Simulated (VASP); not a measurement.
Write the native input for VASP 6.6.1 that does the following.

```
Task                   : single point
Functional             : r2SCAN
Potentials or basis    : VASP PAW PBE potentials, release 64 (Ga_d, N)
Cutoff                 : 520 eV
k mesh                 : 12 × 12 × 6
Occupations            : gaussian, width 0.05 eV
Spin                   : no spin polarisation
Dipole correction      : no
Further INCAR settings : ALGO = Normal; EDIFF = 1e-07; NBANDS = 26
```

Crystal: GaN.

```
Ga N
1.0
     3.27859    0.00000    0.00000
    -1.63930    2.83934    0.00000
     0.00000    0.00000    5.18360
Ga N
2 2
Direct
  0.33333 0.66667 0.99911
  0.66667 0.33333 0.49911
  0.33333 0.66667 0.37589
  0.66667 0.33333 0.87589
```

This cell differs from its parent crystal: strain +0.030 along x and y, +0.000 along z.

These files were run (other wordings do the same):

POSCAR

```
GaN
1.0
    3.2785913828      0.0000000000      0.0000000000
   -1.6392956914      2.8393434261      0.0000000000
    0.0000000000      0.0000000000      5.1835962425
Ga N
2 2
Direct
    0.3333333333      0.6666666667      0.9991101046
    0.6666666667      0.3333333333      0.4991101046
    0.3333333333      0.6666666667      0.3758898954
    0.6666666667      0.3333333333      0.8758898954
```

INCAR.step1

```
PREC = Accurate ; ENCUT = 520
ISMEAR = 0 ; SIGMA = 0.05
LREAL = F ; LASPH = T
NELM = 100 ; NBANDS = 26
GGA = PE ; ALGO = Normal
EDIFF = 1E-4 ; LWAVE = T
LCHARG = F
```

INCAR.step2

```
PREC = Accurate ; ENCUT = 520
EDIFF = 1E-7 ; ISMEAR = 0
SIGMA = 0.05 ; LREAL = F
LASPH = T ; NELM = 100
ALGO = Normal ; ISIF = 2
LWAVE = F ; LCHARG = F
METAGGA = R2SCAN ; LMIXTAU = T
NBANDS = 26 ; ISTART = 1
```

KPOINTS

```
Automatic mesh
0
Gamma
  12 12 6
```

Potentials or basis: VASP PAW PBE potentials, release 64 (Ga_d, N).

Command:

```bash
$ cat potpaw_PBE.64/Ga_d/POTCAR potpaw_PBE.64/N/POTCAR > POTCAR
$ cp INCAR.step1 INCAR
$ mpirun -np 1 vasp_std > vasp.out
$ cp INCAR.step2 INCAR
$ mpirun -np 1 vasp_std > vasp.out
```

It gave:

* Pressure: -9.2 GPa
* Largest force: 0.249 eV/Å
* Band gap on the k mesh: 1.94 eV

Caveat: the cell differs from its parent crystal (strain +0.030 along x and y, +0.000 along z); the stress differs along the axes, from -13 to -2 GPa; the PAW data sets were made with another functional, which shifts forces and pressure a little.

It took 2.4 min on 1 thread of Intel(R) Xeon(R) 6975P-C (Granite Rapids), with other jobs on the host, peak memory 0.22 GiB.
